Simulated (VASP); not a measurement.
# Zn15S16 (a cell with a defect) in VASP: single point with PBE

Aim: the single point of Zn15S16 (a cell with a defect) with PBE.

Program: VASP 6.6.1. These are calculated values, not measurements. Logs are shortened: lines on timing, memory, paths and dates and some standing lists are left out, and cuts for length are marked.

### 1 The cell of the first run

The cell holds a defect, 31 atoms: a = 9.426 Å, b = 9.426 Å, c = 9.426 Å, α = 109.47°, β = 109.47°, γ = 109.47°.

### 2 Single point, PBE

File INCAR:

```
ALGO     = Normal         # electronic algorithm
EDIFF    = 1E-6           # SCF threshold, eV
ENCUT    = 520            # plane-wave cutoff, eV
GGA      = PE             # functional
ISIF     = 2              # what is computed and relaxed
ISMEAR   = 0              # smearing method
KPAR     = 2            
LASPH    = True           # aspherical terms in the spheres
LCHARG   = False          # write CHGCAR
LREAL    = Auto         
LWAVE    = False          # write WAVECAR
NBANDS   = 159            # bands
NCORE    = 2            
NELECT   = 278.0        
NELM     = 60             # most SCF steps
PREC     = Accurate       # precision mode
SIGMA    = 0.02           # smearing width, eV
```

File KPOINTS:

```
Automatic mesh
0
Gamma
  2 2 2
  0.5 0.5 0.5
```

File POSCAR:

```
Zn15S16
1.0
   -5.4423087611     -5.4423087611      5.4423087611
    5.4423087611     -5.4423087611     -5.4423087611
    5.4423087611      5.4423087611      5.4423087611
Zn S
15 16
Direct
    0.0562174095      0.0000016537      0.9767928894
    0.4964218530      0.7579129890      0.7599290451
    0.2558054975      0.7430149000     -0.0044889037
    0.0082318924      0.7616796808      0.2571358152
    0.7496766867     -0.0000004594      0.2407313803
    0.4894855505     -0.0000002756      0.4989953932
   -0.0085867050      0.2467697183      0.7451191540
    0.7481862347      0.5038620777      0.7526753221
    0.4996012022      0.4870054450     -0.0023546992
    0.2443242488      0.4961385174      0.2488127851
    0.0125963085      0.5129944152      0.5106395322
    0.7446441718      0.7532303256      0.4983499869
    0.7385079892      0.2420860443      0.0020155968
    0.5127921113      0.2569856951      0.2524977101
    0.2465519798      0.2383196281      0.4954562702
    0.2513595902      0.7582959147      0.7561079646
    0.0064361471      0.7504882908      0.9989676695
    0.4959165528      0.4990800999      0.7477028920
    0.2483369760      0.4930442424      0.9991696059
   -0.0031639146      0.5009192090      0.2486220572
    0.7465352810      0.7483202771      0.2443274644
    0.4928542495      0.7476179097      0.4991786794
   -0.0009574062      0.0000002756      0.7268426276
    0.7452358324      0.2523819504      0.7515606298
    0.4930635357      0.2417041292      0.9978128288
    0.2559495540      0.2495134068      0.2484810325
   -0.0017853636      0.2516791237      0.4960065881
    0.7552938799      0.5069561690      0.5061264660
    0.7609883382     -0.0000002756      0.9973739525
    0.5025346999     -0.0000001837      0.2517084311
    0.2486127780     -0.0000004594      0.5060374413
```

Potentials or basis: VASP PAW PBE potentials, release 64 (Zn, S).

Launch:

```console
$ cat potpaw_PBE.64/Zn/POTCAR potpaw_PBE.64/S/POTCAR > POTCAR
$ mpirun -np 4 vasp_std > vasp.out
```

OUTCAR:

```text
EDIFF = 1E-6
   ENCUT = 520
   GGA = PE
   ISIF = 2
   ISMEAR = 0
   LASPH = True
   LREAL = Auto
   NELECT = 278.0
   NELM = 60
   PREC = Accurate

 ion  position               nearest neighbor table
   1  0.056  0.000  0.977-  23 2.23  26 2.34  17 2.34  29 2.85
   2  0.496  0.758  0.760-  16 2.30  29 2.35  18 2.40  22 2.42
   3  0.256  0.743  0.996-  16 2.30  19 2.35  17 2.39  30 2.39
   4  0.008  0.762  0.257-  31 2.29  21 2.39  17 2.39  20 2.40
   5  0.750  1.000  0.241-  29 2.33  30 2.37  21 2.37  27 2.37
   6  0.489  1.000  0.499-  31 2.29  30 2.37  22 2.39  24 2.39
   7  0.991  0.247  0.745-  23 2.30  24 2.36  19 2.38  27 2.39
   8  0.748  0.504  0.753-  18 2.35  28 2.36  24 2.36  17 2.36
   9  0.500  0.487  0.998-  25 2.29  21 2.38  18 2.39  19 2.39
  10  0.244  0.496  0.249-  20 2.35  19 2.36  22 2.36  26 2.36
  11  0.013  0.513  0.511-  16 2.29  27 2.38  20 2.39  28 2.39
  12  0.745  0.753  0.498-  23 2.30  22 2.36  28 2.38  21 2.39
  13  0.739  0.242  0.002-  25 2.30  29 2.35  20 2.40  24 2.42
  14  0.513  0.257  0.252-  25 2.30  28 2.35  26 2.39  30 2.39
  15  0.247  0.238  0.495-  31 2.29  27 2.39  26 2.39  18 2.40
  16  0.251  0.758  0.756-  11 2.29   3 2.30   2 2.30
  17  0.006  0.750  0.999-   1 2.34   8 2.36   3 2.39   4 2.39
  18  0.496  0.499  0.748-   8 2.35   9 2.39  15 2.40   2 2.40
  19  0.248  0.493  0.999-   3 2.35  10 2.36   7 2.38   9 2.39
  20  0.997  0.501  0.249-  10 2.35  11 2.39   4 2.40  13 2.40
  21  0.747  0.748  0.244-   5 2.37   9 2.38  12 2.39   4 2.39
  22  0.493  0.748  0.499-  10 2.36  12 2.36   6 2.39   2 2.42
  23  0.999  0.000  0.727-   1 2.23  12 2.30   7 2.30
  24  0.745  0.252  0.752-   8 2.36   7 2.36   6 2.39  13 2.42
  25  0.493  0.242  0.998-   9 2.29  14 2.30  13 2.30
  26  0.256  0.250  0.248-   1 2.34  10 2.36  14 2.39  15 2.39
  27  0.998  0.252  0.496-   5 2.37  11 2.38   7 2.39  15 2.39
  28  0.755  0.507  0.506-  14 2.35   8 2.36  12 2.38  11 2.39
  29  0.761  1.000  0.997-   5 2.33  13 2.35   2 2.35   1 2.85
  30  0.503  1.000  0.252-   5 2.37   6 2.37  14 2.39   3 2.39
  31  0.249  1.000  0.506-  15 2.29   4 2.29   6 2.29

  LATTYP: Found a body centered cubic cell.
 ALAT       =    10.8846175222

  Lattice vectors:

 A1 = (  -5.4423087611,  -5.4423087611,   5.4423087611)
 A2 = (   5.4423087611,  -5.4423087611,  -5.4423087611)
 A3 = (   5.4423087611,   5.4423087611,   5.4423087611)

Analysis of symmetry for initial positions (statically):
=====================================================================
 Subroutine PRICEL returns:
 Original cell was already a primitive cell.

 Routine SETGRP: Setting up the symmetry group for a
 body centered cubic supercell.

 Subroutine GETGRP returns: Found  2 space group operations
 (whereof  2 operations were pure point group operations)
 out of a pool of 48 trial point group operations.

The static configuration has the point symmetry C_1h.

Analysis of symmetry for dynamics (positions and initial velocities):
=====================================================================
 Subroutine PRICEL returns:
 Original cell was already a primitive cell.

 Routine SETGRP: Setting up the symmetry group for a
 body centered cubic supercell.

 Subroutine GETGRP returns: Found  2 space group operations
 (whereof  2 operations were pure point group operations)
 out of a pool of 48 trial point group operations.

The dynamic configuration has the point symmetry C_1h.

 Subroutine INISYM returns: Found  2 space group operations
 (whereof  2 operations are pure point group operations),
 and found     1 'primitive' translations

----------------------------------------------------------------------------------------

                                     Primitive cell

  volume of cell :     644.7770

  direct lattice vectors                    reciprocal lattice vectors
    -5.442308761 -5.442308761  5.442308761     0.000000000 -0.091872773  0.091872773
     5.442308761 -5.442308761 -5.442308761     0.091872773 -0.091872773  0.000000000
     5.442308761  5.442308761  5.442308761     0.091872773  0.000000000  0.091872773

  length of vectors
     9.426355285  9.426355285  9.426355285     0.129927722  0.129927722  0.129927722

  position of ions in fractional coordinates (direct lattice)
     0.056217410  0.000001654  0.976792889
     0.496421853  0.757912989  0.759929045
     0.255805497  0.743014900  0.995511096
     0.008231892  0.761679681  0.257135815
     0.749676687  0.999999541  0.240731380
     0.489485550  0.999999724  0.498995393
[... 23 lines left out ...]
     0.502534700  0.999999816  0.251708431
     0.248612778  0.999999541  0.506037441

  ion indices of the primitive-cell ions
   primitive index   ion index
                 1           1
                 2           2
                 3           3
                 4           4
                 5           5
                 6           6
[... 23 lines left out ...]
                30          30
                31          31

----------------------------------------------------------------------------------------

 KPOINTS: Automatic mesh

Automatic generation of k-mesh.
 Grid dimensions read from file:
 generate k-points for:    2    2    2

 Generating k-lattice:

  Cartesian coordinates                     Fractional coordinates (reciprocal lattice)
     0.000000000 -0.045936387  0.045936387     0.500000000  0.000000000  0.000000000
     0.045936387 -0.045936387  0.000000000     0.000000000  0.500000000  0.000000000
     0.045936387  0.000000000  0.045936387     0.000000000  0.000000000  0.500000000

  Length of vectors
     0.064963861  0.064963861  0.064963861

  Shift w.r.t. Gamma in fractional coordinates (k-lattice)
     0.500000000  0.500000000  0.500000000

 Subroutine IBZKPT returns following result:
 ===========================================

 Found      3 irreducible k-points:

 Following reciprocal coordinates:
            Coordinates               Weight
  0.250000  0.250000  0.250000      2.000000
 -0.250000  0.250000  0.250000      4.000000
  0.250000 -0.250000  0.250000      2.000000
   k-points           NKPTS =      3   k-points in BZ     NKDIM =      3   number of bands    NBANDS=    159
   number of dos      NEDOS =    301   number of ions     NIONS =     31
   total plane-waves  NPLWV = 343000
   dimension x,y,z NGX =    70 NGY =   70 NGZ =   70
   dimension x,y,z NGXF=   140 NGYF=  140 NGZF=  140
   ions per type =              15  16
   NGX,Y,Z   is equivalent  to a cutoff of  12.35, 12.35, 12.35 a.u.
   NGXF,Y,Z  is equivalent  to a cutoff of  24.69, 24.69, 24.69 a.u.
 SYSTEM =  unknown system
   PREC   = accura    normal or accurate (medium, high low for compatibility)
   ISTART =      0    job   : 0-new  1-cont  2-samecut
   ICHARG =      2    charge: 1-file 2-atom 10-const
   ISPIN  =      1    spin polarized calculation?
   LNONCOLLINEAR =      F non collinear calculations
   LSORBIT =      F    spin-orbit coupling
   LASPH  =      T    aspherical Exc in radial PAW
   ENCUT  =  520.0 eV  38.22 Ry    6.18 a.u.  17.53 17.53 17.53*2*pi/ulx,y,z
   NELM   =     60;   NELMIN=  2; NELMDL= -5     # of ELM steps
   EDIFF  = 0.1E-05   stopping-criterion for ELM
   LREAL  =      T    real-space projection
   EDIFFG = 0.1E-04   stopping-criterion for IOM
   NSW    =      0    number of steps for IOM
   IBRION =     -1    ionic relax: 0-MD 1-quasi-New 2-CG
   NFREE  =      0    steps in history (QN), initial steepest desc. (CG)
   ISIF   =      2    stress and relaxation
   ISYM   =      2    0-nonsym 1-usesym 2-fastsym
   POTIM  = 0.5000    time-step for ionic-motion
   TEBEG  =    0.0;   TEEND  =   0.0 temperature during run
   PSTRESS=    0.0 pullay stress
   NELECT =     278.0000    total number of electrons
   NUPDOWN=      -1.0000    fix difference up-down
   EMIN   =  10.00;   EMAX   =-10.00  energy-range for DOS
   EFERMI =   0.00;   METHOD = LEGACY
   ISMEAR =     0;   SIGMA  =   0.02  broadening in eV -4-tet -1-fermi 0-gaus
   EFERMI_NEDOS =   21; number of points for ismear=-14 and -15
   IALGO  =     38    algorithm
   IMIX   =      4    mixing-type and parameters
     AMIX     =   0.40;   BMIX     =  1.00
     AMIX_MAG =   1.60;   BMIX_MAG =  1.00
  volume/ion in A,a.u.               =      20.80       140.36
  Fermi-wavevector in a.u.,A,eV,Ry     =   1.236763  2.337144 20.811246  1.529583
  Thomas-Fermi vector in A             =   2.371358
   LORBIT       =      0    0 simple, 1 ext, 2 COOP (PROOUT), +10 PAW based schemes
   GGA     = PE    functional components
   LHFCALC =     F    Hartree Fock is set to
   AEXX    =    0.0000 exact exchange contribution
   IVDW    =     0    specifies the selected vdW correction
   LEPSILON=     F    determine dielectric tensor
   LRPA    =     F    only Hartree local field effects (RPA)
 non-spin polarized calculation
 Gauss-broadening in eV      SIGMA  =   0.02
  energy-cutoff  :      520.00
  volume of cell :      644.78
 maximum number of plane-waves:     17388
 NGX is ok and might be reduce to    70
   NGX = 35   NGY = 35   NGZ = 35

 number of electron     277.9999990 magnetization

 Free energy of the ion-electron system (eV)
  ---------------------------------------------------
  ext. energy  EPLUGINS =         0.00000000
  ---------------------------------------------------
  free energy    TOTEN  =      -100.72978694 eV

  energy without entropy =     -100.72978694  energy(sigma->0) =     -100.72978694

 E-fermi :   1.8851     XC(G=0):  -9.4467

 val. band max:        1.7406100267   @ k =   0.2500   0.2500   0.2500
 cond. band min:       4.9274200131   @ k =   0.2500  -0.2500   0.2500
 fundamental gap:      3.1868099865
 Fermi energy:         1.8851372528

 k-point     1 :       0.2500    0.2500    0.2500
  band No.  band energies     occupation
      1     -10.9202      2.00000
      2     -10.9003      2.00000
      3     -10.8200      2.00000
      4     -10.6621      2.00000
      5     -10.3855      2.00000
      6     -10.3535      2.00000
[... 143 lines left out ...]
    150       6.0684      0.00000
    151       6.0767      0.00000

 k-point     2 :      -0.2500    0.2500    0.2500
  band No.  band energies     occupation
      1     -11.0916      2.00000
      2     -10.6906      2.00000
      3     -10.6591      2.00000
      4     -10.6062      2.00000
      5     -10.5660      2.00000
      6     -10.4229      2.00000
[... 143 lines left out ...]
    150       6.3553      0.00000
    151       6.3850      0.00000

 k-point     3 :       0.2500   -0.2500    0.2500
  band No.  band energies     occupation
      1     -11.0878      2.00000
      2     -10.7339      2.00000
      3     -10.6466      2.00000
      4     -10.6160      2.00000
      5     -10.4880      2.00000
      6     -10.4287      2.00000
[... 143 lines left out ...]
    150       6.3454      0.00000
    151       6.3973      0.00000
 [bands above 151 left out]

------------------------ aborting loop because EDIFF is reached ----------------------------------------

  FORCE on cell =-STRESS in cart. coord.  units (eV):
  Direction    XX          YY          ZZ          XY          YZ          ZX
  --------------------------------------------------------------------------------------
  -------------------------------------------------------------------------------------
  Total       13.8614520     13.8614520     15.0435747     -0.3356114     -0.0681780     -0.0681779
  in kB       34.4436990     34.4436990     37.3811024     -0.8339458     -0.1694123     -0.1694121
  external PRESSURE =      35.4228335 kB  Pullay stress =       0.0000000 kB

 VOLUME and BASIS-vectors are now :
 -----------------------------------------------------------------------------
  energy-cutoff  :      520.00
  volume of cell :      644.78
      direct lattice vectors                 reciprocal lattice vectors
    -5.442308761 -5.442308761  5.442308761     0.000000000 -0.091872773  0.091872773
     5.442308761 -5.442308761 -5.442308761     0.091872773 -0.091872773  0.000000000
     5.442308761  5.442308761  5.442308761     0.091872773  0.000000000  0.091872773

 POSITION                                       TOTAL-FORCE (eV/Angst)
 -----------------------------------------------------------------------------------
      5.01006      5.01005      5.62195         0.498333      0.498333     -0.325714
      5.55888     -2.69071      2.71265        -0.046651     -0.005494      0.001443
      8.06942     -0.01801      2.76633        -0.027024     -0.051219     -0.039560
      5.49991     -2.79068     -2.70108         0.000253      0.020048      0.004277
      2.67247     -8.21214     -0.05220        -0.012527     -0.012527      0.015307
      5.49406     -5.39055     -0.06269        -0.023293     -0.023293     -0.004081
[... 23 lines left out ...]
      4.07723     -6.80738     -1.33748        -0.020516     -0.020516     -0.007367
      6.84329     -4.04132     -1.33527        -0.008355     -0.008355      0.013750
 -----------------------------------------------------------------------------------
    total drift:                                0.003853      0.005810      0.007515

  FREE ENERGIE OF THE ION-ELECTRON SYSTEM (eV)
  ---------------------------------------------------
  free  energy   TOTEN  =      -100.7297869424 eV

  energy  without entropy=     -100.7297869424  energy(sigma->0) =     -100.72978694
```

Wall time 8.9 min (4 MPI ranks of Oxide Virtual Turin-like, shared host); peak memory 0.48 GiB.

What came out:

* Free energy: -100.7298 eV
* Largest force: 0.776 eV/Å

Forces in eV/Å, atoms in the order of the input:
```
Zn   0.498  0.498 -0.326
Zn  -0.047 -0.005  0.001
Zn  -0.027 -0.051 -0.040
Zn   0.000  0.020  0.004
Zn  -0.013 -0.013  0.015
Zn  -0.023 -0.023 -0.004
Zn  -0.042  0.034  0.038
Zn  -0.045  0.010 -0.010
Zn  -0.004 -0.017  0.023
Zn   0.010 -0.045 -0.010
Zn  -0.017 -0.004  0.023
Zn   0.034 -0.042  0.038
Zn  -0.005 -0.047  0.001
Zn  -0.051 -0.027 -0.040
Zn   0.020  0.000  0.004
S   -0.042 -0.056 -0.008
S   -0.020  0.061  0.021
S   -0.013 -0.007  0.021
S    0.006 -0.033 -0.013
S   -0.007 -0.013  0.021
S    0.002 -0.015  0.011
S   -0.010 -0.038  0.020
S   -0.041 -0.041  0.131
S   -0.038 -0.010  0.020
S   -0.056 -0.042 -0.008
S    0.061 -0.020  0.021
S   -0.015  0.002  0.011
S   -0.033  0.006 -0.013
S   -0.055 -0.055  0.038
S   -0.021 -0.021 -0.007
S   -0.008 -0.008  0.014
```

Caveat: the cell carries a net charge on a neutralising background, which shifts energy and pressure; the cell is charged against a uniform background, so pressure and absolute levels hang on convention.
